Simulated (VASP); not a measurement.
# NaI (Fm-3m) in VASP: further runs, part 2 of 3

VASP 6.6.1.

### 3 Single point, r2SCAN

This run uses another cell than the first one, of 34.48 Å³/atom.

Contents of POSCAR:

```
NaI
1.0
    0.0000000000      3.2548582500      3.2548582500
    3.2548582500      0.0000000000      3.2548582500
    3.2548582500      3.2548582500      0.0000000000
Na I
1 1
Direct
    0.0000000000      0.0000000000      0.0000000000
    0.5000000000      0.5000000000      0.5000000000
```

Contents of INCAR.step1:

```
SYSTEM = NaI
  PREC = Accurate
  ENCUT = 520
  ISMEAR = -1
  SIGMA = 0.02
  LREAL = .FALSE.
  LASPH = .TRUE.
  NELM = 60
  NBANDS = 14
  GGA = PE
  ALGO = Normal
  EDIFF = 1E-4
  LWAVE = .TRUE.
  LCHARG = .FALSE.
```

Contents of INCAR.step2:

```
SYSTEM = NaI
  PREC = Accurate
  ENCUT = 520
  EDIFF = 1E-6
  ISMEAR = -1
  SIGMA = 0.02
  LREAL = .FALSE.
  LASPH = .TRUE.
  NELM = 60
  ALGO = Normal
  ISIF = 2
  LWAVE = .FALSE.
  LCHARG = .FALSE.
  METAGGA = R2SCAN
  LMIXTAU = .TRUE.
  NBANDS = 14
  ISTART = 1
```

Contents of KPOINTS:

```
Automatic mesh
0
G
  8 8 8
  0 0 0
```

Potentials or basis: VASP PAW PBE potentials, release 64 (Na_pv, I).

Started as:

```console
> cat potpaw_PBE.64/Na_pv/POTCAR potpaw_PBE.64/I/POTCAR > POTCAR
> cp INCAR.step1 INCAR
> mpirun -np 1 vasp_std > vasp.out
> cp INCAR.step2 INCAR
> mpirun -np 1 vasp_std > vasp.out
```

OUTCAR:

```text
SYSTEM = NaI
   PREC = Accurate
   ENCUT = 520
   EDIFF = 1E-6
   ISMEAR = -1
   LREAL = .FALSE.
   LASPH = .TRUE.
   NELM = 60
   ISIF = 2
   METAGGA = R2SCAN
   ISTART = 1

 ion  position               nearest neighbor table
   1  0.000  0.000  0.000-
   2  0.500  0.500  0.500-

  LATTYP: Found a face centered cubic cell.
 ALAT       =     6.5097165000

  Lattice vectors:

 A1 = (   0.0000000000,   3.2548582500,   3.2548582500)
 A2 = (   3.2548582500,   0.0000000000,   3.2548582500)
 A3 = (   3.2548582500,   3.2548582500,   0.0000000000)

Analysis of symmetry for initial positions (statically):
=====================================================================
 Subroutine PRICEL returns:
 Original cell was already a primitive cell.

 Routine SETGRP: Setting up the symmetry group for a
 face centered cubic supercell.

 Subroutine GETGRP returns: Found 48 space group operations
 (whereof 48 operations were pure point group operations)
 out of a pool of 48 trial point group operations.

The static configuration has the point symmetry O_h .

Analysis of symmetry for dynamics (positions and initial velocities):
=====================================================================
 Subroutine PRICEL returns:
 Original cell was already a primitive cell.

 Routine SETGRP: Setting up the symmetry group for a
 face centered cubic supercell.

 Subroutine GETGRP returns: Found 48 space group operations
 (whereof 48 operations were pure point group operations)
 out of a pool of 48 trial point group operations.

The dynamic configuration has the point symmetry O_h .

 Subroutine INISYM returns: Found 48 space group operations
 (whereof 48 operations are pure point group operations),
 and found     1 'primitive' translations

----------------------------------------------------------------------------------------

                                     Primitive cell

  volume of cell :      68.9646
[... 112 lines left out ...]
  Thomas-Fermi vector in A             =   2.091582
   LORBIT       =      0    0 simple, 1 ext, 2 COOP (PROOUT), +10 PAW based schemes
   METAGGA = R2SCAN    functional components
   LHFCALC =     F    Hartree Fock is set to
   AEXX    =    0.0000 exact exchange contribution
   IVDW    =     0    specifies the selected vdW correction
   LEPSILON=     F    determine dielectric tensor
   LRPA    =     F    only Hartree local field effects (RPA)
 non-spin polarized calculation
  energy-cutoff  :      520.00
  volume of cell :       68.96
 maximum number of plane-waves:      1880
 NGX is ok and might be reduce to    36
   NGX = 17   NGY = 17   NGZ = 17

 number of electron      13.9999992 magnetization

 Free energy of the ion-electron system (eV)
  ---------------------------------------------------
  ext. energy  EPLUGINS =         0.00000000
  ---------------------------------------------------
  free energy    TOTEN  =       -31.08314929 eV

  energy without entropy =      -31.08314929  energy(sigma->0) =      -31.08314929

 E-fermi :   0.7698     XC(G=0):  -7.9958

 val. band max:        0.3625184517   @ k =   0.0000   0.0000   0.0000
 cond. band min:       4.7498027078   @ k =   0.0000   0.0000   0.0000
 fundamental gap:      4.3872842561
 Fermi energy:         0.7698101145

 k-point     1 :       0.0000    0.0000    0.0000
  band No.  band energies     occupation
      1     -22.9072      2.00000
      2     -22.9069      2.00000
      3     -22.9069      2.00000
      4     -10.9386      2.00000
      5       0.3625      2.00000
      6       0.3625      2.00000
      7       0.3625      2.00000
      8       4.7498      0.00000
      9       8.8370      0.00000
     10       8.8370      0.00000
     11       8.8370      0.00000
     12      10.6619      0.00000
     13      10.6619      0.00000
     14      11.4581      0.00000
[... 377 lines left out ...]
      1     -22.9107      2.00000
      2     -22.9084      2.00000
      3     -22.9076      2.00000
      4     -10.5786      2.00000
      5      -1.4960      2.00000
      6      -0.5334      2.00000
      7      -0.1194      2.00000
      8       7.0866      0.00000
      9       7.3470      0.00000
     10       9.2655      0.00000
     11       9.2726      0.00000
     12      11.5446      0.00000
     13      12.6452      0.00000
     14      13.8300      0.00000

 [... further k-points ...]
[... 5 lines left out ...]
  --------------------------------------------------------------------------------------
  -------------------------------------------------------------------------------------
  Total       -0.1890759     -0.1890759     -0.1890759      0.0000000      0.0000000      0.0000000
  in kB       -4.3925890     -4.3925890     -4.3925890      0.0000000      0.0000000      0.0000000
  external PRESSURE =      -4.3925890 kB  Pullay stress =       0.0000000 kB

 VOLUME and BASIS-vectors are now :
 -----------------------------------------------------------------------------
  energy-cutoff  :      520.00
  volume of cell :       68.96
      direct lattice vectors                 reciprocal lattice vectors
     0.000000000  3.254858250  3.254858250    -0.153616521  0.153616521  0.153616521
     3.254858250  0.000000000  3.254858250     0.153616521 -0.153616521  0.153616521
     3.254858250  3.254858250  0.000000000     0.153616521  0.153616521 -0.153616521

 POSITION                                       TOTAL-FORCE (eV/Angst)
 -----------------------------------------------------------------------------------
      0.00000      0.00000      0.00000        -0.000000      0.000000      0.000000
      3.25486      3.25486      3.25486         0.000000     -0.000000     -0.000000
 -----------------------------------------------------------------------------------
    total drift:                                0.000000      0.000000      0.000000

  FREE ENERGIE OF THE ION-ELECTRON SYSTEM (eV)
  ---------------------------------------------------
  free  energy   TOTEN  =       -31.0831492883 eV

  energy  without entropy=      -31.0831492883  energy(sigma->0) =      -31.08314929
```

OUTCAR.step1:

```text
SYSTEM = NaI
   PREC = Accurate
   ENCUT = 520
   ISMEAR = -1
   LREAL = .FALSE.
   LASPH = .TRUE.
[... 629 lines left out ...]
      0.00000      0.00000      0.00000         0.000000     -0.000000      0.000000
      3.25486      3.25486      3.25486        -0.000000      0.000000     -0.000000
 -----------------------------------------------------------------------------------
    total drift:                                0.000000      0.000000      0.000000

  FREE ENERGIE OF THE ION-ELECTRON SYSTEM (eV)
  ---------------------------------------------------
  free  energy   TOTEN  =        -5.3872058583 eV

  energy  without entropy=       -5.3872058583  energy(sigma->0) =       -5.38720586
```

OSZICAR.step1:

```text
N       E                     dE             d eps       ncg     rms          rms(c)
DAV:   1     0.840476065029E+02    0.84048E+02   -0.64805E+03   812   0.898E+02
DAV:   2     0.951577055027E+00   -0.83096E+02   -0.77179E+02   868   0.220E+02
DAV:   3    -0.530725298937E+01   -0.62588E+01   -0.62264E+01  1070   0.603E+01
DAV:   4    -0.545557658424E+01   -0.14832E+00   -0.14830E+00  1052   0.946E+00
DAV:   5    -0.545743733619E+01   -0.18608E-02   -0.18607E-02  1106   0.975E-01    0.160E+00
DAV:   6    -0.539406042736E+01    0.63377E-01   -0.73555E-02   980   0.156E+00    0.109E+00
DAV:   7    -0.538508044840E+01    0.89800E-02   -0.65861E-02  1028   0.130E+00    0.615E-01
DAV:   8    -0.538724527131E+01   -0.21648E-02   -0.55589E-03   938   0.584E-01    0.181E-01
DAV:   9    -0.538720585832E+01    0.39413E-04   -0.21137E-04   992   0.124E-01
   1 F= -.53872059E+01 E0= -.53872059E+01  d E =-.412631E-10
```

Run time: 3.1 min. Hardware: 1 thread of Intel Xeon 8259CL, shared host; peak memory 0.22 GiB.

Results:

| Quantity | Value |
| --- | --- |
| Free energy | -31.0831 eV |
| Pressure | -0.4 GPa |
| Band gap on the k mesh | 4.39 eV |

Caveat: the PAW data sets were made with another functional, which shifts forces and pressure a little; spin-orbit coupling is left out, which moves the levels of the heavy elements.

### 4 Single point, r2SCAN

This run uses another cell than the first one, of 35.16 Å³/atom.

Contents of POSCAR:

```
NaI
1.0
    0.0000000000      3.2759942800      3.2759942800
    3.2759942800      0.0000000000      3.2759942800
    3.2759942800      3.2759942800      0.0000000000
Na I
1 1
Direct
    0.0000000000      0.0000000000      0.0000000000
    0.5000000000      0.5000000000      0.5000000000
```

Contents of INCAR.step1:

```
SYSTEM = NaI
PREC     = Accurate       ! precision mode
ENCUT    = 520            ! plane-wave cutoff, eV
ISMEAR   = -1             ! smearing method
SIGMA    = 0.02           ! smearing width, eV
LREAL    = .FALSE.        ! projectors in reciprocal space
LASPH    = .TRUE.         ! aspherical terms in the spheres
NELM     = 80             ! most SCF steps
NBANDS   = 14             ! bands
GGA      = PE             ! functional
ALGO     = Normal         ! electronic algorithm
EDIFF    = 1E-4           ! SCF threshold, eV
LWAVE    = .TRUE.         ! write WAVECAR
LCHARG   = .FALSE.        ! write CHGCAR
```

Contents of INCAR.step2:

```
SYSTEM = NaI
PREC     = Accurate       ! precision mode
ENCUT    = 520            ! plane-wave cutoff, eV
EDIFF    = 1E-7           ! SCF threshold, eV
ISMEAR   = -1             ! smearing method
SIGMA    = 0.02           ! smearing width, eV
LREAL    = .FALSE.        ! projectors in reciprocal space
LASPH    = .TRUE.         ! aspherical terms in the spheres
NELM     = 80             ! most SCF steps
ALGO     = Normal         ! electronic algorithm
ISIF     = 2              ! what is computed and relaxed
LWAVE    = .FALSE.        ! write WAVECAR
LCHARG   = .FALSE.        ! write CHGCAR
METAGGA  = R2SCAN         ! meta-GGA
LMIXTAU  = .TRUE.       
NBANDS   = 14             ! bands
ISTART   = 1
```

Contents of KPOINTS:

```
regular mesh
0
G
  8 8 8
  0 0 0
```

Potentials or basis: VASP PAW PBE potentials, release 64 (Na_pv, I).

Started as:

```console
> cat potpaw_PBE.64/Na_pv/POTCAR potpaw_PBE.64/I/POTCAR > POTCAR
> cp INCAR.step1 INCAR
> mpirun -np 1 vasp_std > vasp.out
> cp INCAR.step2 INCAR
> mpirun -np 1 vasp_std > vasp.out
```

OUTCAR:

```text
SYSTEM = NaI
   PREC = Accurate
   ENCUT = 520
   EDIFF = 1E-7
   ISMEAR = -1
   LREAL = .FALSE.
   LASPH = .TRUE.
   NELM = 80
   ISIF = 2
   METAGGA = R2SCAN
   ISTART = 1

 ion  position               nearest neighbor table
   1  0.000  0.000  0.000-
   2  0.500  0.500  0.500-

  LATTYP: Found a face centered cubic cell.
 ALAT       =     6.5519885600

  Lattice vectors:

 A1 = (   0.0000000000,   3.2759942800,   3.2759942800)
 A2 = (   3.2759942800,   0.0000000000,   3.2759942800)
[... 583 lines left out ...]
      8       6.9301      0.00000
      9       7.1864      0.00000
     10       9.0697      0.00000
     11       9.0936      0.00000
     12      11.3553      0.00000
     13      12.4140      0.00000
     14      13.6261      0.00000

 [... further k-points ...]
[... 5 lines left out ...]
  --------------------------------------------------------------------------------------
  -------------------------------------------------------------------------------------
  Total       -0.3085662     -0.3085662     -0.3085662     -0.0000000      0.0000000      0.0000000
  in kB       -7.0307161     -7.0307161     -7.0307161     -0.0000000      0.0000000      0.0000000
  external PRESSURE =      -7.0307161 kB  Pullay stress =       0.0000000 kB

 VOLUME and BASIS-vectors are now :
 -----------------------------------------------------------------------------
  energy-cutoff  :      520.00
  volume of cell :       70.32
      direct lattice vectors                 reciprocal lattice vectors
     0.000000000  3.275994280  3.275994280    -0.152625419  0.152625419  0.152625419
     3.275994280  0.000000000  3.275994280     0.152625419 -0.152625419  0.152625419
     3.275994280  3.275994280  0.000000000     0.152625419  0.152625419 -0.152625419

 POSITION                                       TOTAL-FORCE (eV/Angst)
 -----------------------------------------------------------------------------------
      0.00000      0.00000      0.00000         0.000000      0.000000     -0.000000
      3.27599      3.27599      3.27599         0.000000      0.000000      0.000000
 -----------------------------------------------------------------------------------
    total drift:                                0.000000      0.000000      0.000000

  FREE ENERGIE OF THE ION-ELECTRON SYSTEM (eV)
  ---------------------------------------------------
  free  energy   TOTEN  =       -31.0782661644 eV

  energy  without entropy=      -31.0782661644  energy(sigma->0) =      -31.07826616
```

Wall time 3.3 min (1 thread of Intel Xeon 8259CL, shared host); peak memory 0.23 GiB.

What came out:

```
Free energy            : -31.0783 eV
Pressure               : -0.7 GPa
Band gap on the k mesh : 4.33 eV
```

Levels at points of the mesh, in eV from the valence-band top:
| k point | band 5 | band 6 | band 7 | band 8 | band 9 | band 10 |
| --- | --- | --- | --- | --- | --- | --- |
| (0.00, 0.00, 0.00) | 0.00 | 0.00 | 0.00 | 4.33 | 8.47 | 8.47 |
| (0.50, 0.00, 0.00) | -2.06 | -0.27 | -0.27 | 5.68 | 8.04 | 8.04 |
| (0.50, 0.50, 0.00) | -1.82 | -0.71 | -0.71 | 5.20 | 6.08 | 10.48 |

Caveat: the PAW data sets were made with another functional, which shifts forces and pressure a little; spin-orbit coupling is left out, which moves the levels of the heavy elements. r2SCAN opens gaps a little over a GGA but as a rule still falls short of measured ones.

(Continued in part 3 of 3.)
